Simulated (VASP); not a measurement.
# CdSe (F-43m) in VASP: notebook

Aim: see how the results for CdSe move with the level of theory and the settings. Levels: revPBE, RPBE, PBE. Tasks: single point.

All numbers are computed with VASP 6.6.1; they aren't measurements. Logs are shortened: lines on timing, memory, paths and dates and some standing lists are left out, and cuts for length are marked.

## (1) The cell of the first run

Symmetry: F-43m, No. 216, cubic system. Conventional cell: a = 6.141 Å, b = 6.141 Å, c = 6.141 Å, α = 90.00°, β = 90.00°, γ = 90.00°. Cd (site symmetry -43m) has 4 Se at 2.66 Å within 3.5 Å. Se (site symmetry -43m) has 4 Cd at 2.66 Å within 3.5 Å.

## (2) Single point, revPBE

Contents of INCAR:

```
ALGO = Normal ; EDIFF = 1E-7
ENCUT = 520 ; GGA = RE
ISIF = 2 ; ISMEAR = 0
LASPH = True ; LCHARG = False
LREAL = False ; LWAVE = False
NBANDS = 16 ; NELM = 80
PREC = Accurate ; SIGMA = 0.01
```

Contents of KPOINTS:

```
k-points
0
Gamma
  6 6 6
```

Contents of POSCAR:

```
CdSe
1.0
    0.0000000000      3.0702712000      3.0702712000
    3.0702712000      0.0000000000      3.0702712000
    3.0702712000      3.0702712000      0.0000000000
Cd Se
1 1
Direct
    0.0000000000      0.0000000000      0.0000000000
    0.7500000000      0.7500000000      0.7500000000
```

Potentials or basis: VASP PAW PBE potentials, release 64 (Cd, Se).

Run with:

```sh
> cat potpaw_PBE.64/Cd/POTCAR potpaw_PBE.64/Se/POTCAR > POTCAR
> mpirun -np 1 vasp_std > vasp.out
```

OUTCAR:

```text
EDIFF = 1E-7
   ENCUT = 520
   GGA = RE
   ISIF = 2
   ISMEAR = 0
   LASPH = True
   LREAL = False
   NELM = 80
   PREC = Accurate

 ion  position               nearest neighbor table
   1  0.000  0.000  0.000-   2 2.66   2 2.66   2 2.66   2 2.66
   2  0.750  0.750  0.750-   1 2.66   1 2.66   1 2.66   1 2.66

  LATTYP: Found a face centered cubic cell.
 ALAT       =     6.1405424000

  Lattice vectors:

 A1 = (   0.0000000000,   3.0702712000,   3.0702712000)
 A2 = (   3.0702712000,   0.0000000000,   3.0702712000)
 A3 = (   3.0702712000,   3.0702712000,   0.0000000000)

Analysis of symmetry for initial positions (statically):
=====================================================================
 Subroutine PRICEL returns:
 Original cell was already a primitive cell.

 Routine SETGRP: Setting up the symmetry group for a
 face centered cubic supercell.

 Subroutine GETGRP returns: Found 24 space group operations
 (whereof 24 operations were pure point group operations)
 out of a pool of 48 trial point group operations.

The static configuration has the point symmetry T_d .

Analysis of symmetry for dynamics (positions and initial velocities):
=====================================================================
 Subroutine PRICEL returns:
 Original cell was already a primitive cell.

 Routine SETGRP: Setting up the symmetry group for a
 face centered cubic supercell.

 Subroutine GETGRP returns: Found 24 space group operations
 (whereof 24 operations were pure point group operations)
 out of a pool of 48 trial point group operations.

The dynamic configuration has the point symmetry T_d .

 Subroutine INISYM returns: Found 24 space group operations
 (whereof 24 operations are pure point group operations),
 and found     1 'primitive' translations

----------------------------------------------------------------------------------------

                                     Primitive cell

  volume of cell :      57.8842

  direct lattice vectors                    reciprocal lattice vectors
     0.000000000  3.070271200  3.070271200    -0.162852063  0.162852063  0.162852063
     3.070271200  0.000000000  3.070271200     0.162852063 -0.162852063  0.162852063
     3.070271200  3.070271200  0.000000000     0.162852063  0.162852063 -0.162852063

  length of vectors
     4.342019171  4.342019171  4.342019171     0.282068048  0.282068048  0.282068048

  position of ions in fractional coordinates (direct lattice)
     0.000000000  0.000000000  0.000000000
     0.750000000  0.750000000  0.750000000

  ion indices of the primitive-cell ions
   primitive index   ion index
                 1           1
                 2           2

----------------------------------------------------------------------------------------

 KPOINTS: k-points

Automatic generation of k-mesh.
 Grid dimensions read from file:
 generate k-points for:    6    6    6

 Generating k-lattice:

  Cartesian coordinates                     Fractional coordinates (reciprocal lattice)
    -0.027142011  0.027142011  0.027142011     0.166666667  0.000000000  0.000000000
     0.027142011 -0.027142011  0.027142011     0.000000000  0.166666667  0.000000000
     0.027142011  0.027142011 -0.027142011     0.000000000  0.000000000  0.166666667

  Length of vectors
     0.047011341  0.047011341  0.047011341

  Shift w.r.t. Gamma in fractional coordinates (k-lattice)
     0.000000000  0.000000000  0.000000000

 Subroutine IBZKPT returns following result:
 ===========================================

 Found     16 irreducible k-points:

 Following reciprocal coordinates:
            Coordinates               Weight
  0.000000  0.000000  0.000000      1.000000
  0.166667  0.000000  0.000000      8.000000
  0.333333  0.000000  0.000000      8.000000
  0.500000  0.000000  0.000000      4.000000
  0.166667  0.166667  0.000000      6.000000
  0.333333  0.166667  0.000000     24.000000
[... 8 lines left out ...]
 -0.333333  0.333333  0.166667     24.000000
 -0.333333  0.500000  0.166667     12.000000
   k-points           NKPTS =     16   k-points in BZ     NKDIM =     16   number of bands    NBANDS=     16
   number of dos      NEDOS =    301   number of ions     NIONS =      2
   total plane-waves  NPLWV =  32768
   dimension x,y,z NGX =    32 NGY =   32 NGZ =   32
   dimension x,y,z NGXF=    64 NGYF=   64 NGZF=   64
   ions per type =               1   1
   NGX,Y,Z   is equivalent  to a cutoff of  12.25, 12.25, 12.25 a.u.
   NGXF,Y,Z  is equivalent  to a cutoff of  24.50, 24.50, 24.50 a.u.
 SYSTEM =  unknown system
   PREC   = accura    normal or accurate (medium, high low for compatibility)
   ISTART =      0    job   : 0-new  1-cont  2-samecut
   ICHARG =      2    charge: 1-file 2-atom 10-const
   ISPIN  =      1    spin polarized calculation?
   LNONCOLLINEAR =      F non collinear calculations
   LSORBIT =      F    spin-orbit coupling
   LASPH  =      T    aspherical Exc in radial PAW
   ENCUT  =  520.0 eV  38.22 Ry    6.18 a.u.   8.07  8.07  8.07*2*pi/ulx,y,z
   NELM   =     80;   NELMIN=  2; NELMDL= -5     # of ELM steps
   EDIFF  = 0.1E-06   stopping-criterion for ELM
   LREAL  =      F    real-space projection
   EDIFFG = 0.1E-05   stopping-criterion for IOM
   NSW    =      0    number of steps for IOM
   IBRION =     -1    ionic relax: 0-MD 1-quasi-New 2-CG
   NFREE  =      0    steps in history (QN), initial steepest desc. (CG)
   ISIF   =      2    stress and relaxation
   ISYM   =      2    0-nonsym 1-usesym 2-fastsym
   POTIM  = 0.5000    time-step for ionic-motion
   TEBEG  =    0.0;   TEEND  =   0.0 temperature during run
   PSTRESS=    0.0 pullay stress
   NELECT =      18.0000    total number of electrons
   NUPDOWN=      -1.0000    fix difference up-down
   EMIN   =  10.00;   EMAX   =-10.00  energy-range for DOS
   EFERMI =   0.00;   METHOD = LEGACY
   ISMEAR =     0;   SIGMA  =   0.01  broadening in eV -4-tet -1-fermi 0-gaus
   EFERMI_NEDOS =   21; number of points for ismear=-14 and -15
   IALGO  =     38    algorithm
   IMIX   =      4    mixing-type and parameters
     AMIX     =   0.40;   BMIX     =  1.00
     AMIX_MAG =   1.60;   BMIX_MAG =  1.00
  volume/ion in A,a.u.               =      28.94       195.31
  Fermi-wavevector in a.u.,A,eV,Ry     =   1.109121  2.095935 16.737199  1.230149
  Thomas-Fermi vector in A             =   2.245657
   LORBIT       =      0    0 simple, 1 ext, 2 COOP (PROOUT), +10 PAW based schemes
   GGA     = RE    functional components
   LHFCALC =     F    Hartree Fock is set to
   AEXX    =    0.0000 exact exchange contribution
   IVDW    =     0    specifies the selected vdW correction
   LEPSILON=     F    determine dielectric tensor
   LRPA    =     F    only Hartree local field effects (RPA)
 non-spin polarized calculation
 Gauss-broadening in eV      SIGMA  =   0.01
  energy-cutoff  :      520.00
  volume of cell :       57.88
 maximum number of plane-waves:      1588
   NGX = 17   NGY = 17   NGZ = 17

 number of electron      18.0000008 magnetization

 Free energy of the ion-electron system (eV)
  ---------------------------------------------------
  ext. energy  EPLUGINS =         0.00000000
  ---------------------------------------------------
  free energy    TOTEN  =        -4.91092308 eV

  energy without entropy =       -4.91092308  energy(sigma->0) =       -4.91092308

 E-fermi :   0.9269     XC(G=0):  -8.5749

 val. band max:        0.8124124899   @ k =   0.0000   0.0000   0.0000
 cond. band min:       1.4904287145   @ k =   0.0000   0.0000   0.0000
 fundamental gap:      0.6780162245
 Fermi energy:         0.9269103755

 k-point     1 :       0.0000    0.0000    0.0000
  band No.  band energies     occupation
      1     -11.5883      2.00000
      2      -7.0370      2.00000
      3      -7.0370      2.00000
      4      -7.0370      2.00000
      5      -6.6949      2.00000
      6      -6.6949      2.00000
[... 8 lines left out ...]
     15      11.8530      0.00000
     16      11.8530      0.00000

 k-point     2 :       0.1667    0.0000    0.0000
  band No.  band energies     occupation
      1     -11.5035      2.00000
      2      -7.0105      2.00000
      3      -7.0105      2.00000
      4      -6.9507      2.00000
      5      -6.6955      2.00000
      6      -6.6955      2.00000
[... 8 lines left out ...]
     15      10.9628      0.00000
     16      11.4585      0.00000

 k-point     3 :       0.3333    0.0000    0.0000
  band No.  band energies     occupation
      1     -11.3315      2.00000
      2      -6.9665      2.00000
      3      -6.9665      2.00000
      4      -6.6855      2.00000
      5      -6.6855      2.00000
      6      -6.6670      2.00000
[... 8 lines left out ...]
     15      11.3764      0.00000
     16      11.3764      0.00000

 k-point     4 :       0.5000    0.0000    0.0000
  band No.  band energies     occupation
      1     -11.2449      2.00000
      2      -6.9505      2.00000
      3      -6.9505      2.00000
      4      -6.6731      2.00000
      5      -6.6731      2.00000
      6      -6.4169      2.00000
[... 8 lines left out ...]
     15      12.9066      0.00000
     16      12.9066      0.00000

 k-point     5 :       0.1667    0.1667    0.0000
  band No.  band energies     occupation
      1     -11.4754      2.00000
      2      -6.9831      2.00000
      3      -6.9831      2.00000
      4      -6.9608      2.00000
      5      -6.7097      2.00000
      6      -6.6816      2.00000
[... 8 lines left out ...]
     15      12.0880      0.00000
     16      12.5556      0.00000

 k-point     6 :       0.3333    0.1667    0.0000
  band No.  band energies     occupation
      1     -11.3331      2.00000
      2      -6.9513      2.00000
      3      -6.9316      2.00000
      4      -6.7908      2.00000
      5      -6.6698      2.00000
      6      -6.6660      2.00000
[... 8 lines left out ...]
     15      12.2722      0.00000
     16      12.7176      0.00000

 k-point     7 :       0.5000    0.1667    0.0000
  band No.  band energies     occupation
      1     -11.2188      2.00000
      2      -6.9319      2.00000
      3      -6.9111      2.00000
      4      -6.7134      2.00000
      5      -6.6690      2.00000
      6      -6.3999      2.00000
[... 8 lines left out ...]
     15      12.7297      0.00000
     16      13.0005      0.00000

 k-point     8 :      -0.3333    0.1667    0.0000
  band No.  band energies     occupation
      1     -11.2472      2.00000
      2      -6.9326      2.00000
      3      -6.9301      2.00000
      4      -6.6948      2.00000
      5      -6.6946      2.00000
      6      -6.4768      2.00000
[... 8 lines left out ...]
     15      11.8941      0.00000
     16      12.9872      0.00000

 k-point     9 :      -0.1667    0.1667    0.0000
  band No.  band energies     occupation
      1     -11.3898      2.00000
      2      -6.9799      2.00000
      3      -6.9610      2.00000
      4      -6.8170      2.00000
      5      -6.7073      2.00000
      6      -6.6711      2.00000
[... 8 lines left out ...]
     15      11.4855      0.00000
     16      12.8740      0.00000

 k-point    10 :       0.3333    0.3333    0.0000
  band No.  band energies     occupation
      1     -11.2490      2.00000
      2      -6.8643      2.00000
      3      -6.8643      2.00000
      4      -6.8434      2.00000
      5      -6.6548      2.00000
      6      -6.5904      2.00000
[... 8 lines left out ...]
     15      12.7043      0.00000
     16      14.9763      0.00000

 k-point    11 :       0.5000    0.3333    0.0000
  band No.  band energies     occupation
      1     -11.1647      2.00000
      2      -6.8766      2.00000
      3      -6.8336      2.00000
      4      -6.7836      2.00000
      5      -6.6547      2.00000
      6      -6.3689      2.00000
[... 8 lines left out ...]
     15      13.2541      0.00000
     16      13.9101      0.00000

 k-point    12 :      -0.3333    0.3333    0.0000
  band No.  band energies     occupation
      1     -11.1645      2.00000
      2      -6.9010      2.00000
      3      -6.8620      2.00000
      4      -6.7274      2.00000
      5      -6.6816      2.00000
      6      -6.2936      2.00000
[... 8 lines left out ...]
     15      11.6159      0.00000
     16      14.9103      0.00000

 k-point    13 :       0.5000    0.5000    0.0000
  band No.  band energies     occupation
      1     -11.1367      2.00000
      2      -6.8543      2.00000
      3      -6.7982      2.00000
      4      -6.7982      2.00000
      5      -6.6414      2.00000
      6      -6.3531      2.00000
[... 8 lines left out ...]
     15      13.1549      0.00000
     16      14.1160      0.00000

 k-point    14 :       0.5000    0.3333    0.1667
  band No.  band energies     occupation
      1     -11.2204      2.00000
      2      -6.9022      2.00000
      3      -6.8941      2.00000
      4      -6.7537      2.00000
      5      -6.6703      2.00000
      6      -6.4642      2.00000
[... 8 lines left out ...]
     15      12.9177      0.00000
     16      13.7947      0.00000

 k-point    15 :      -0.3333    0.3333    0.1667
  band No.  band energies     occupation
      1     -11.1645      2.00000
      2      -6.8950      2.00000
      3      -6.8707      2.00000
      4      -6.7221      2.00000
      5      -6.6840      2.00000
      6      -6.2930      2.00000
[... 8 lines left out ...]
     15      12.7171      0.00000
     16      13.7173      0.00000

 k-point    16 :      -0.3333    0.5000    0.1667
  band No.  band energies     occupation
      1     -11.1373      2.00000
      2      -6.8620      2.00000
      3      -6.8471      2.00000
      4      -6.7510      2.00000
      5      -6.6690      2.00000
      6      -6.2686      2.00000
[... 8 lines left out ...]
     15      13.6468      0.00000
     16      13.6627      0.00000

------------------------ aborting loop because EDIFF is reached ----------------------------------------

  FORCE on cell =-STRESS in cart. coord.  units (eV):
  Direction    XX          YY          ZZ          XY          YZ          ZX
  --------------------------------------------------------------------------------------
  -------------------------------------------------------------------------------------
  Total        1.0706992      1.0706992      1.0706992      0.0000000      0.0000000     -0.0000000
  in kB       29.6358822     29.6358822     29.6358822      0.0000000      0.0000000     -0.0000000
  external PRESSURE =      29.6358822 kB  Pullay stress =       0.0000000 kB

 VOLUME and BASIS-vectors are now :
 -----------------------------------------------------------------------------
  energy-cutoff  :      520.00
  volume of cell :       57.88
      direct lattice vectors                 reciprocal lattice vectors
     0.000000000  3.070271200  3.070271200    -0.162852063  0.162852063  0.162852063
     3.070271200  0.000000000  3.070271200     0.162852063 -0.162852063  0.162852063
     3.070271200  3.070271200  0.000000000     0.162852063  0.162852063 -0.162852063

 POSITION                                       TOTAL-FORCE (eV/Angst)
 -----------------------------------------------------------------------------------
      0.00000      0.00000      0.00000         0.000000      0.000000      0.000000
      4.60541      4.60541      4.60541        -0.000000     -0.000000     -0.000000
 -----------------------------------------------------------------------------------
    total drift:                                0.000001      0.000001      0.000001

  FREE ENERGIE OF THE ION-ELECTRON SYSTEM (eV)
  ---------------------------------------------------
  free  energy   TOTEN  =        -4.9109230762 eV

  energy  without entropy=       -4.9109230762  energy(sigma->0) =       -4.91092308
```

It took 13 s on 1 thread of Intel Xeon 6975P-C, shared host; peak memory 0.18 GiB.

Results:

```
Free energy            : -4.9109 eV
Pressure               : 3.0 GPa
Band gap on the k mesh : 0.68 eV, direct
```

Levels at points of the mesh, in eV from the valence-band top:
```
           k point  band 6  band 7  band 8  band 9  band 10  band 11  band 12  band 13
(0.00, 0.00, 0.00)   -7.51    0.00    0.00    0.00     0.68     5.99     5.99     5.99
(0.50, 0.00, 0.00)   -7.23   -4.18   -0.70   -0.70     2.45     6.50     6.50     7.50
(0.50, 0.50, 0.00)   -7.17   -3.92   -1.74   -1.74     3.33     3.80     9.14    10.13
```

Caveat: the PAW data sets were made with another functional, which shifts forces and pressure a little. As with any semilocal functional, this revPBE gap is likely too small.

## (3) Single point, RPBE

Contents of INCAR:

```
PREC = Accurate
ENCUT = 520
EDIFF = 1E-6
ISMEAR = 0
SIGMA = 0.01
LREAL = False
LASPH = True
NELM = 100
ALGO = Normal
ISIF = 2
LWAVE = False
LCHARG = False
GGA = RP
NBANDS = 16
```

Contents of KPOINTS:

```
regular mesh
0
Gamma
  6 6 6
```

POSCAR is that of step 2.

Potentials or basis: VASP PAW PBE potentials, release 64 (Cd, Se).

Run with:

```sh
> cat potpaw_PBE.64/Cd/POTCAR potpaw_PBE.64/Se/POTCAR > POTCAR
> mpirun -np 1 vasp_std > vasp.out
```

Run time: 11 s. Hardware: 1 thread of Intel Xeon 6975P-C, shared host; peak memory 0.18 GiB.

Results (log left out):

| Property | Result |
| --- | --- |
| Free energy | -4.8311 eV |
| Pressure | 3.5 GPa |
| Band gap on the k mesh | 0.72 eV, direct |

Levels at points of the mesh, in eV from the valence-band top:
```tsv
k point	band 6	band 7	band 8	band 9	band 10	band 11	band 12	band 13
(0.00, 0.00, 0.00)	-7.51	0.00	0.00	0.00	0.72	6.01	6.01	6.01
(0.50, 0.00, 0.00)	-7.23	-4.17	-0.70	-0.70	2.49	6.52	6.52	7.55
(0.50, 0.50, 0.00)	-7.17	-3.91	-1.74	-1.74	3.37	3.83	9.19	10.16
```

Caveat: the PAW data sets were made with another functional, which shifts forces and pressure a little. As with any semilocal functional, this RPBE gap is likely too small.

## (4) Single point, PBE

Contents of INCAR:

```
PREC     = Accurate       # precision mode
ENCUT    = 520            # plane-wave cutoff, eV
EDIFF    = 1E-7           # SCF threshold, eV
ISMEAR   = 0              # smearing method
SIGMA    = 0.01           # smearing width, eV
LREAL    = False          # projectors in reciprocal space
LASPH    = True           # aspherical terms in the spheres
NELM     = 100            # most SCF steps
ALGO     = Normal         # electronic algorithm
ISIF     = 2              # what is computed and relaxed
LWAVE    = False          # write WAVECAR
LCHARG   = False          # write CHGCAR
GGA      = PE             # functional
NBANDS   = 16             # bands
```

Contents of KPOINTS:

```
Automatic mesh
0
Gamma
  6 6 6
```

POSCAR is that of step 3.

Run with:

```sh
> cat potpaw_PBE.64/Cd/POTCAR potpaw_PBE.64/Se/POTCAR > POTCAR
> mpirun -np 1 vasp_std > vasp.out
```

Wall time 13 s (1 thread of Intel Xeon 6975P-C, shared host); peak memory 0.18 GiB.

The run converged. Its results:

- Free energy: -5.4865 eV
- Pressure: 1.6 GPa
- Band gap on the k mesh: 0.55 eV, direct

Levels at points of the mesh, in eV from the valence-band top:
| k point | band 7 | band 8 | band 9 | band 10 | band 11 | band 12 |
| --- | --- | --- | --- | --- | --- | --- |
| (0.00, 0.00, 0.00) | 0.00 | 0.00 | 0.00 | 0.55 | 5.93 | 5.93 |
| (0.50, 0.00, 0.00) | -4.23 | -0.71 | -0.71 | 2.36 | 6.43 | 6.43 |
| (0.50, 0.50, 0.00) | -3.95 | -1.76 | -1.76 | 3.19 | 3.73 | 8.98 |

## (5) Overview

| level | gap on the mesh (eV) | pressure (GPa) |
| --- | --- | --- |
| revPBE | 0.68 | 3.0 |
| RPBE | 0.72 | 3.5 |
| PBE | 0.55 | 1.6 |

Alike in all rows: task single point; potentials or basis VASP PAW PBE potentials, release 64 (Cd, Se); no spin polarisation; cell as given; k mesh 6 × 6 × 6; cutoff (eV) 520; smearing gaussian 0.01 eV.

On the cell as given the gap runs from 0.55 eV (PBE) to 0.72 eV (RPBE). The pressure there spans 1.6 GPa (PBE) to 3.5 GPa (RPBE); a positive pressure means that this level wants a larger cell, a negative one a smaller.

Caveats: the PAW data sets were made with another functional, which shifts forces and pressure a little (some runs).

Total energies depend on the potentials used, so only differences within one code and one set of settings carry meaning.
